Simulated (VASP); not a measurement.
# CdS (P6_3/mmc) in VASP: a series of runs, part 2 of 3

VASP 6.6.1. The steps go on from the part before.

## (3) Single point, r2SCAN (23.46 Å³/atom)

This run uses another cell than the first one, of 23.46 Å³/atom.

POSCAR reads:

```
CdS
1.0
    4.3639959756      0.0000000000      0.0000000000
   -2.1819979878      3.7793313769      0.0000000000
    0.0000000000      0.0000000000      5.6900524592
Cd S
2 2
Direct
    0.3333333333      0.6666666667      0.2500000000
    0.6666666667      0.3333333333      0.7500000000
    0.6666666667      0.3333333333      0.2500000000
    0.3333333333      0.6666666667      0.7500000000
```

INCAR.step1 reads:

```
ALGO = Normal
EDIFF = 1E-4
ENCUT = 520
GGA = PE
ISMEAR = 0
LASPH = T
LCHARG = F
LREAL = F
LWAVE = T
NBANDS = 26
NELM = 80
PREC = Accurate
SIGMA = 0.01
```

INCAR.step2 reads:

```
ALGO = Normal
EDIFF = 1E-7
ENCUT = 520
ISIF = 2
ISMEAR = 0
ISTART = 1
LASPH = T
LCHARG = T
LELF = T
LMIXTAU = T
LREAL = F
LVHAR = T
LWAVE = F
METAGGA = R2SCAN
NBANDS = 26
NELM = 80
PREC = Accurate
SIGMA = 0.01
```

KPOINTS reads:

```
k-points
0
Gamma
  6 6 4
```

Potentials or basis: VASP PAW PBE potentials, release 64 (Cd, S).

Started as:

```
> cat potpaw_PBE.64/Cd/POTCAR potpaw_PBE.64/S/POTCAR > POTCAR
> cp INCAR.step1 INCAR
> mpirun -np 1 vasp_std > vasp.out
> cp INCAR.step2 INCAR
> mpirun -np 1 vasp_std > vasp.out
```

OUTCAR:

```text
EDIFF = 1E-7
   ENCUT = 520
   ISIF = 2
   ISMEAR = 0
   ISTART = 1
   LASPH = T
   LREAL = F
   METAGGA = R2SCAN
   NELM = 80
   PREC = Accurate

 ion  position               nearest neighbor table
   1  0.333  0.667  0.250-   3 2.52   3 2.52   3 2.52   4 2.85   4 2.85
   2  0.667  0.333  0.750-   4 2.52   4 2.52   4 2.52   3 2.85   3 2.85
   3  0.667  0.333  0.250-   1 2.52   1 2.52   1 2.52   2 2.85   2 2.85
   4  0.333  0.667  0.750-   2 2.52   2 2.52   2 2.52   1 2.85   1 2.85

[... 805 lines left out ...]
  Direction    XX          YY          ZZ          XY          YZ          ZX
  --------------------------------------------------------------------------------------
  -------------------------------------------------------------------------------------
  Total        1.6161869      1.6161869      1.2566146      0.0000000      0.0000000      0.0000000
  in kB       27.5922152     27.5922152     21.4534478      0.0000000      0.0000000      0.0000000
  external PRESSURE =      25.5459594 kB  Pullay stress =       0.0000000 kB

 VOLUME and BASIS-vectors are now :
 -----------------------------------------------------------------------------
  energy-cutoff  :      520.00
  volume of cell :       93.85
      direct lattice vectors                 reciprocal lattice vectors
     4.363995976  0.000000000  0.000000000     0.229147782  0.132298534  0.000000000
    -2.181997988  3.779331377  0.000000000     0.000000000  0.264597068  0.000000000
     0.000000000  0.000000000  5.690052459     0.000000000  0.000000000  0.175745304

 POSITION                                       TOTAL-FORCE (eV/Angst)
 -----------------------------------------------------------------------------------
     -0.00000      2.51955      1.42251         0.000000      0.000000      0.000000
      2.18200      1.25978      4.26754        -0.000000     -0.000000      0.000000
      2.18200      1.25978      1.42251        -0.000000      0.000000      0.000000
     -0.00000      2.51955      4.26754         0.000000     -0.000000      0.000000
 -----------------------------------------------------------------------------------
    total drift:                                0.000000     -0.000000      0.000000

  FREE ENERGIE OF THE ION-ELECTRON SYSTEM (eV)
  ---------------------------------------------------
  free  energy   TOTEN  =       -59.0362908857 eV

  energy  without entropy=      -59.0362908857  energy(sigma->0) =      -59.03629089
```

OSZICAR.step1:

```text
N       E                     dE             d eps       ncg     rms          rms(c)
DAV:   1     0.252744825604E+03    0.25274E+03   -0.17918E+04  1092   0.129E+03
DAV:   2     0.142618790065E+01   -0.25132E+03   -0.24267E+03  1190   0.324E+02
DAV:   3    -0.128709658358E+02   -0.14297E+02   -0.14206E+02  1314   0.763E+01
DAV:   4    -0.130384332167E+02   -0.16747E+00   -0.16727E+00  1254   0.766E+00
DAV:   5    -0.130407972534E+02   -0.23640E-02   -0.23640E-02  1282   0.945E-01    0.116E+01
DAV:   6    -0.119006470745E+02    0.11402E+01   -0.19668E+00  1400   0.148E+01    0.932E+00
DAV:   7    -0.118701767605E+02    0.30470E-01   -0.81601E-01  1176   0.485E+00    0.439E+00
DAV:   8    -0.118684445284E+02    0.17322E-02   -0.10057E-01  1178   0.327E+00    0.616E-01
DAV:   9    -0.118666684877E+02    0.17760E-02   -0.19346E-02  1236   0.175E+00    0.200E-01
DAV:  10    -0.118667476822E+02   -0.79194E-04   -0.17081E-03  1184   0.434E-01    0.114E-01
DAV:  11    -0.118668098836E+02   -0.62201E-04   -0.19856E-04  1162   0.883E-02
   1 F= -.11866810E+02 E0= -.11866810E+02  d E =-.529462E-15
```

Run time: 2.7 min. Hardware: 1 thread of Intel Xeon Platinum 8259CL at 2.50GHz (Skylake/Cascade Lake), shared host; peak memory 0.22 GiB.

Results:

| Property | Result |
| --- | --- |
| Free energy | -59.0363 eV |
| Pressure | 2.6 GPa |
| Band gap on the k mesh | 1.49 eV (least direct gap 1.75 eV) |

Levels at points of the mesh, in eV from the valence-band top:
| k point | band 16 | band 17 | band 18 | band 19 | band 20 | band 21 |
| --- | --- | --- | --- | --- | --- | --- |
| (0.00, 0.00, 0.00) | -0.40 | -0.26 | -0.26 | 1.49 | 1.68 | 6.13 |
| (0.50, 0.00, 0.00) | -2.57 | -1.42 | -1.17 | 2.88 | 4.38 | 6.48 |
| (0.00, 0.00, 0.50) | -0.73 | -0.73 | -0.73 | 3.41 | 3.41 | 6.25 |
| (0.50, 0.00, 0.50) | -1.89 | -0.40 | -0.40 | 4.27 | 4.27 | 5.68 |

Caveat: the PAW data sets were made with another functional, which shifts forces and pressure a little. A k mesh can miss the band edges.

## (4) Single point, r2SCAN

This run uses another cell than the first one, of 24.19 Å³/atom.

POSCAR reads:

```
CdS
1.0
    4.4085296226      0.0000000000      0.0000000000
   -2.2042648113      3.8178986465      0.0000000000
    0.0000000000      0.0000000000      5.7481182294
Cd S
2 2
Direct
    0.3333333333      0.6666666667      0.2500000000
    0.6666666667      0.3333333333      0.7500000000
    0.6666666667      0.3333333333      0.2500000000
    0.3333333333      0.6666666667      0.7500000000
```

INCAR.step1 reads:

```
ALGO = Normal
EDIFF = 1E-4
ENCUT = 520
GGA = PE
ISMEAR = 0
LASPH = True
LCHARG = False
LREAL = False
LWAVE = True
NBANDS = 26
NELM = 80
PREC = Accurate
SIGMA = 0.01
```

INCAR.step2 reads:

```
ALGO = Normal
EDIFF = 1E-6
ENCUT = 520
ISIF = 2
ISMEAR = 0
ISTART = 1
LASPH = True
LCHARG = False
LMIXTAU = True
LREAL = False
LWAVE = False
METAGGA = R2SCAN
NBANDS = 26
NELM = 80
PREC = Accurate
SIGMA = 0.01
```

KPOINTS is that of step 3.

Potentials or basis: VASP PAW PBE potentials, release 64 (Cd, S).

Started as:

```
> cat potpaw_PBE.64/Cd/POTCAR potpaw_PBE.64/S/POTCAR > POTCAR
> cp INCAR.step1 INCAR
> mpirun -np 1 vasp_std > vasp.out
> cp INCAR.step2 INCAR
> mpirun -np 1 vasp_std > vasp.out
```

OUTCAR:

```text
EDIFF = 1E-6
   ENCUT = 520
   ISIF = 2
   ISMEAR = 0
   ISTART = 1
   LASPH = True
   LREAL = False
   METAGGA = R2SCAN
   NELM = 80
   PREC = Accurate

 ion  position               nearest neighbor table
   1  0.333  0.667  0.250-   3 2.55   3 2.55   3 2.55   4 2.87   4 2.87
   2  0.667  0.333  0.750-   4 2.55   4 2.55   4 2.55   3 2.87   3 2.87
   3  0.667  0.333  0.250-   1 2.55   1 2.55   1 2.55   2 2.87   2 2.87
   4  0.333  0.667  0.750-   2 2.55   2 2.55   2 2.55   1 2.87   1 2.87

  LATTYP: Found a hexagonal cell.
 ALAT       =     4.4085296226
 C/A-ratio  =     1.3038629025

  Lattice vectors:

 A1 = (   4.4085296226,   0.0000000000,   0.0000000000)
 A2 = (  -2.2042648113,   3.8178986465,   0.0000000000)
 A3 = (   0.0000000000,   0.0000000000,   5.7481182294)

Analysis of symmetry for initial positions (statically):
=====================================================================
 Subroutine PRICEL returns:
 Original cell was already a primitive cell.

 Routine SETGRP: Setting up the symmetry group for a
 hexagonal supercell.

 Subroutine GETGRP returns: Found 24 space group operations
 (whereof 12 operations were pure point group operations)
 out of a pool of 24 trial point group operations.

The static configuration has the point symmetry D_3d.
 The point group associated with its full space group is D_6h.

Analysis of symmetry for dynamics (positions and initial velocities):
=====================================================================
 Subroutine PRICEL returns:
 Original cell was already a primitive cell.

 Routine SETGRP: Setting up the symmetry group for a
 hexagonal supercell.

 Subroutine GETGRP returns: Found 24 space group operations
[... 118 lines left out ...]
   EFERMI =   0.00;   METHOD = LEGACY
   ISMEAR =     0;   SIGMA  =   0.01  broadening in eV -4-tet -1-fermi 0-gaus
   EFERMI_NEDOS =   21; number of points for ismear=-14 and -15
   IALGO  =     38    algorithm
   IMIX   =      4    mixing-type and parameters
     AMIX     =   0.40;   BMIX     =  1.00
     AMIX_MAG =   1.60;   BMIX_MAG =  1.00
  volume/ion in A,a.u.               =      24.19       163.22
  Fermi-wavevector in a.u.,A,eV,Ry     =   1.177500  2.225153 18.864574  1.386507
  Thomas-Fermi vector in A             =   2.313846
   LORBIT       =      0    0 simple, 1 ext, 2 COOP (PROOUT), +10 PAW based schemes
   METAGGA = R2SCAN    functional components
   LHFCALC =     F    Hartree Fock is set to
   AEXX    =    0.0000 exact exchange contribution
   IVDW    =     0    specifies the selected vdW correction
   LEPSILON=     F    determine dielectric tensor
   LRPA    =     F    only Hartree local field effects (RPA)
 non-spin polarized calculation
 Gauss-broadening in eV      SIGMA  =   0.01
  energy-cutoff  :      520.00
  volume of cell :       96.75
 maximum number of plane-waves:      2631
 NGX is ok and might be reduce to    36
   NGX = 17   NGY = 17   NGZ = 21

 number of electron      36.0000001 magnetization

 Free energy of the ion-electron system (eV)
  ---------------------------------------------------
  ext. energy  EPLUGINS =         0.00000000
  ---------------------------------------------------
  free energy    TOTEN  =       -59.06292102 eV

  energy without entropy =      -59.06292102  energy(sigma->0) =      -59.06292102

 E-fermi :   1.3832     XC(G=0):  -9.8712

 val. band max:        1.3048014221   @ k =   0.3333   0.3333   0.5000
 cond. band min:       2.7643952346   @ k =   0.0000   0.0000   0.0000
 fundamental gap:      1.4595938125
 Fermi energy:         1.3831657119

 k-point     1 :       0.0000    0.0000    0.0000
  band No.  band energies     occupation
      1     -11.6031      2.00000
      2     -10.8998      2.00000
      3      -6.7257      2.00000
      4      -6.7257      2.00000
      5      -6.7125      2.00000
      6      -6.7125      2.00000
[... 598 lines left out ...]
     25       9.7298      0.00000
     26       9.7298      0.00000

------------------------ aborting loop because EDIFF is reached ----------------------------------------

  FORCE on cell =-STRESS in cart. coord.  units (eV):
  Direction    XX          YY          ZZ          XY          YZ          ZX
  --------------------------------------------------------------------------------------
  -------------------------------------------------------------------------------------
  Total        0.2397359      0.2397359      0.1817024      0.0000000     -0.0000000      0.0000000
  in kB        3.9700854      3.9700854      3.0090367      0.0000000     -0.0000000      0.0000000
  external PRESSURE =       3.6497358 kB  Pullay stress =       0.0000000 kB

 VOLUME and BASIS-vectors are now :
 -----------------------------------------------------------------------------
  energy-cutoff  :      520.00
  volume of cell :       96.75
      direct lattice vectors                 reciprocal lattice vectors
     4.408529623  0.000000000  0.000000000     0.226833000  0.130962094  0.000000000
    -2.204264811  3.817898647  0.000000000     0.000000000  0.261924187  0.000000000
     0.000000000  0.000000000  5.748118229     0.000000000  0.000000000  0.173969978

 POSITION                                       TOTAL-FORCE (eV/Angst)
 -----------------------------------------------------------------------------------
     -0.00000      2.54527      1.43703         0.000000     -0.000000     -0.000000
      2.20426      1.27263      4.31109        -0.000000      0.000000     -0.000000
      2.20426      1.27263      1.43703         0.000000      0.000000      0.000000
     -0.00000      2.54527      4.31109         0.000000      0.000000      0.000000
 -----------------------------------------------------------------------------------
    total drift:                                0.000000      0.000000     -0.000000

  FREE ENERGIE OF THE ION-ELECTRON SYSTEM (eV)
  ---------------------------------------------------
  free  energy   TOTEN  =       -59.0629210179 eV

  energy  without entropy=      -59.0629210179  energy(sigma->0) =      -59.06292102
```

OSZICAR.step1:

```text
N       E                     dE             d eps       ncg     rms          rms(c)
DAV:   1     0.248597406656E+03    0.24860E+03   -0.17664E+04  1092   0.128E+03
DAV:   2     0.666431519187E+00   -0.24793E+03   -0.23919E+03  1204   0.319E+02
DAV:   3    -0.129651004325E+02   -0.13632E+02   -0.13553E+02  1314   0.748E+01
DAV:   4    -0.131012612669E+02   -0.13616E+00   -0.13608E+00  1212   0.727E+00
DAV:   5    -0.131033817885E+02   -0.21205E-02   -0.21204E-02  1266   0.912E-01    0.108E+01
DAV:   6    -0.119506529670E+02    0.11527E+01   -0.19903E+00  1382   0.145E+01    0.882E+00
DAV:   7    -0.119210921459E+02    0.29561E-01   -0.76024E-01  1160   0.465E+00    0.433E+00
DAV:   8    -0.119203672219E+02    0.72492E-03   -0.87480E-02  1190   0.301E+00    0.551E-01
DAV:   9    -0.119184710686E+02    0.18962E-02   -0.17307E-02  1232   0.160E+00    0.171E-01
DAV:  10    -0.119186722532E+02   -0.20118E-03   -0.15646E-03  1178   0.386E-01    0.119E-01
DAV:  11    -0.119187461195E+02   -0.73866E-04   -0.16938E-04  1064   0.827E-02
   1 F= -.11918746E+02 E0= -.11918746E+02  d E =-.773623E-25
```

Run time: 3 min. Hardware: 1 thread of Intel Xeon Platinum 8259CL at 2.50GHz (Skylake/Cascade Lake), shared host; peak memory 0.26 GiB.

Results:

| Item | Value |
| --- | --- |
| Free energy | -59.0629 eV |
| Pressure | 0.4 GPa |
| Band gap on the k mesh | 1.46 eV (least direct gap 1.73 eV) |

Caveat: the PAW data sets were made with another functional, which shifts forces and pressure a little. A k mesh can miss the band edges.

## (5) Single point, r2SCAN

This run uses another cell than the first one, of 24.19 Å³/atom.

POSCAR is that of step 4.

INCAR.step1 reads:

```
SYSTEM = CdS
  ALGO = Normal
  EDIFF = 1E-4
  ENCUT = 520
  GGA = PE
  ISMEAR = 0
  LASPH = .True.
  LCHARG = .False.
  LREAL = .False.
  LWAVE = .True.
  NBANDS = 26
  NELM = 60
  PREC = Accurate
  SIGMA = 0.01
```

INCAR.step2 reads:

```
SYSTEM = CdS
  ALGO = Normal
  EDIFF = 1E-6
  ENCUT = 520
  ISIF = 2
  ISMEAR = 0
  ISTART = 1
  LASPH = .True.
  LCHARG = .False.
  LMIXTAU = .True.
  LREAL = .False.
  LWAVE = .False.
  METAGGA = R2SCAN
  NBANDS = 26
  NELM = 60
  PREC = Accurate
  SIGMA = 0.01
```

KPOINTS reads:

```
k-points
0
Gamma
  6 6 4
  0 0 0
```

Started as:

```
> cat potpaw_PBE.64/Cd/POTCAR potpaw_PBE.64/S/POTCAR > POTCAR
> cp INCAR.step1 INCAR
> mpirun -np 1 vasp_std > vasp.out
> cp INCAR.step2 INCAR
> mpirun -np 1 vasp_std > vasp.out
```

It took 3.4 min on 1 thread of Intel Xeon Platinum 8259CL at 2.50GHz (Skylake/Cascade Lake), shared host; peak memory 0.27 GiB.

The run converged. Its results:

```yaml
Free_energy: -59.0629 eV
Pressure: 0.4 GPa
Band_gap_on_the_k_mesh: 1.46 eV (least direct gap 1.73 eV)
```

Stress tensor (GPa, compression positive):
```
0.40 0.00 0.00
0.00 0.40 0.00
0.00 0.00 0.30
```

Levels at points of the mesh, in eV from the valence-band top:
```tsv
k point	band 15	band 16	band 17	band 18	band 19	band 20	band 21	band 22
(0.00, 0.00, 0.00)	-1.23	-0.35	-0.27	-0.27	1.46	1.58	6.14	6.14
(0.50, 0.00, 0.00)	-2.49	-2.44	-1.33	-1.12	2.88	4.26	6.50	7.21
(0.00, 0.00, 0.50)	-0.72	-0.72	-0.72	-0.72	3.32	3.32	6.27	6.27
(0.50, 0.00, 0.50)	-1.81	-1.81	-0.38	-0.38	4.23	4.23	5.67	5.67
```

Caveat: the PAW data sets were made with another functional, which shifts forces and pressure a little. A k mesh can miss the band edges.

## (6) Single point, r2SCAN (24.91 Å³/atom)

This run uses another cell than the first one, of 24.91 Å³/atom.

POSCAR reads:

```
CdS
1.0
    4.4521812696      0.0000000000      0.0000000000
   -2.2260906348      3.8557020818      0.0000000000
    0.0000000000      0.0000000000      5.8050339926
Cd S
2 2
Direct
    0.3333333333      0.6666666667      0.2500000000
    0.6666666667      0.3333333333      0.7500000000
    0.6666666667      0.3333333333      0.2500000000
    0.3333333333      0.6666666667      0.7500000000
```

INCAR.step1 reads:

```
SYSTEM = CdS
  ALGO = Normal
  EDIFF = 1E-4
  ENCUT = 520
  GGA = PE
  ISMEAR = 0
  LASPH = .TRUE.
  LCHARG = .FALSE.
  LREAL = .FALSE.
  LWAVE = .TRUE.
  NBANDS = 26
  NELM = 80
  PREC = Accurate
  SIGMA = 0.01
```

INCAR.step2 reads:

```
SYSTEM = CdS
  ALGO = Normal
  EDIFF = 1E-7
  ENCUT = 520
  ISIF = 2
  ISMEAR = 0
  ISTART = 1
  LASPH = .TRUE.
  LCHARG = .FALSE.
  LMIXTAU = .TRUE.
  LREAL = .FALSE.
  LWAVE = .FALSE.
  METAGGA = R2SCAN
  NBANDS = 26
  NELM = 80
  PREC = Accurate
  SIGMA = 0.01
```

KPOINTS reads:

```
k-points
0
G
  6 6 4
  0 0 0
```

Potentials or basis: VASP PAW PBE potentials, release 64 (Cd, S).

Started as:

```
> cat potpaw_PBE.64/Cd/POTCAR potpaw_PBE.64/S/POTCAR > POTCAR
> cp INCAR.step1 INCAR
> mpirun -np 1 vasp_std > vasp.out
> cp INCAR.step2 INCAR
> mpirun -np 1 vasp_std > vasp.out
```

Wall time 3.5 min (1 thread of Intel Xeon Platinum 8259CL at 2.50GHz (Skylake/Cascade Lake), shared host); peak memory 0.27 GiB.

Results (log left out):

```yaml
Free_energy: -59.0528 eV
Pressure: -1.5 GPa
Band_gap_on_the_k_mesh: 1.43 eV (least direct gap 1.70 eV)
```

Stress tensor (GPa, compression positive):
```
-1.61  0.00  0.00
 0.00 -1.61  0.00
 0.00  0.00 -1.25
```

Levels at points of the mesh, in eV from the valence-band top:
```
           k point  band 14  band 15  band 16  band 17  band 18  band 19  band 20  band 21  band 22  band 23
(0.00, 0.00, 0.00)    -1.19    -1.19    -0.30    -0.27    -0.27     1.43     1.47     6.16     6.16     7.63
(0.50, 0.00, 0.00)    -3.22    -2.38    -2.33    -1.26    -1.06     2.88     4.14     6.52     7.08     8.51
(0.00, 0.00, 0.50)    -2.09    -0.70    -0.70    -0.70    -0.70     3.23     3.23     6.29     6.29     6.29
(0.50, 0.00, 0.50)    -4.24    -1.73    -1.73    -0.36    -0.36     4.18     4.18     5.65     5.65     7.92
```

Caveat: the PAW data sets were made with another functional, which shifts forces and pressure a little. A k mesh can miss the band edges.

[end of part 2 of 3]
